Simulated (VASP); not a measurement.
Input of a VASP 6.6.1 run:

Contents of INCAR:

```
PREC     = Accurate       # precision mode
ENCUT    = 600            # plane-wave cutoff, eV
EDIFF    = 1E-6           # SCF threshold, eV
ISMEAR   = 0              # smearing method
SIGMA    = 0.01           # smearing width, eV
LREAL    = Auto         
LASPH    = True           # aspherical terms in the spheres
NELM     = 120            # most SCF steps
ALGO     = Normal         # electronic algorithm
ISIF     = 2              # what is computed and relaxed
LWAVE    = False          # write WAVECAR
LCHARG   = True           # write CHGCAR
GGA      = PE             # functional
LELF     = True           # ELF
LVHAR    = True         
NBANDS   = 94             # bands
GGA_COMPAT= False
```

The input KPOINTS:

```
Automatic mesh
0
Gamma
  2 2 2
  0.5 0.5 0.5
```

The input POSCAR:

```
Be2C
1.0
    4.3283951478     -4.3283951478     -4.3283951478
   -4.3283951478     -4.3283951478      4.3283951478
   -4.3283951478      4.3283951478     -4.3283951478
Be C
32 16
Direct
    0.0000000000      0.2500000000      0.5000000000
    0.0000000000      0.5000000000      0.2500000000
    0.0000000000      0.7500000000      0.0000000000
    0.7500000000      0.2500000000      0.7500000000
    0.0000000000      0.0000000000      0.7500000000
    0.7500000000      0.5000000000      0.5000000000
    0.7500000000      0.7500000000      0.2500000000
    0.5000000000      0.2500000000      0.0000000000
    0.7500000000      0.0000000000      0.0000000000
    0.5000000000      0.5000000000      0.7500000000
    0.5000000000      0.7500000000      0.5000000000
    0.2500000000      0.2500000000      0.2500000000
    0.5000000000      0.0000000000      0.2500000000
    0.2500000000      0.5000000000      0.0000000000
    0.2500000000      0.7500000000      0.7500000000
    0.2500000000      0.0000000000      0.5000000000
    0.5000000000      0.7500000000      0.0000000000
    0.5000000000      0.0000000000      0.7500000000
    0.5000000000      0.2500000000      0.5000000000
    0.2500000000      0.7500000000      0.2500000000
    0.5000000000      0.5000000000      0.2500000000
    0.2500000000      0.0000000000      0.0000000000
    0.2500000000      0.2500000000      0.7500000000
    0.0000000000      0.7500000000      0.5000000000
    0.2500000000      0.5000000000      0.5000000000
    0.0000000000      0.0000000000      0.2500000000
    0.0000000000      0.2500000000      0.0000000000
    0.7500000000      0.7500000000      0.7500000000
    0.0000000000      0.5000000000      0.7500000000
    0.7500000000      0.0000000000      0.5000000000
    0.7500000000      0.2500000000      0.2500000000
    0.7500000000      0.5000000000      0.0000000000
    0.2500000000      0.7500000000      0.0000000000
    0.2500000000      1.0000000000      0.7500000000
    0.2500000000      0.2500000000      0.5000000000
    0.0000000000      0.7500000000      0.2500000000
    0.2500000000      0.5000000000      0.2500000000
    1.0000000000      1.0000000000      1.0000000000
    0.0000000000      0.2500000000      0.7500000000
    0.7500000000      0.7500000000      0.5000000000
    0.0000000000      0.5000000000      0.5000000000
    0.7500000000      1.0000000000      0.2500000000
    0.7500000000      0.2500000000      0.0000000000
    0.5000000000      0.7500000000      0.7500000000
    0.7500000000      0.5000000000      0.7500000000
    0.5000000000      1.0000000000      0.5000000000
    0.5000000000      0.2500000000      0.2500000000
    0.5000000000      0.5000000000      0.0000000000
```

Potentials or basis: VASP PAW PBE potentials, release 64 (Be, C).

The run is started by

```bash
$ cat potpaw_PBE.64/Be/POTCAR potpaw_PBE.64/C/POTCAR > POTCAR
$ mpirun -np 1 vasp_std > vasp.out
```

Q: Predict the pressure.

A: 0.2 GPa.

Q: What does it give for the band gap on the k mesh?

A: 2.92 eV.

A k mesh can miss the band edges.
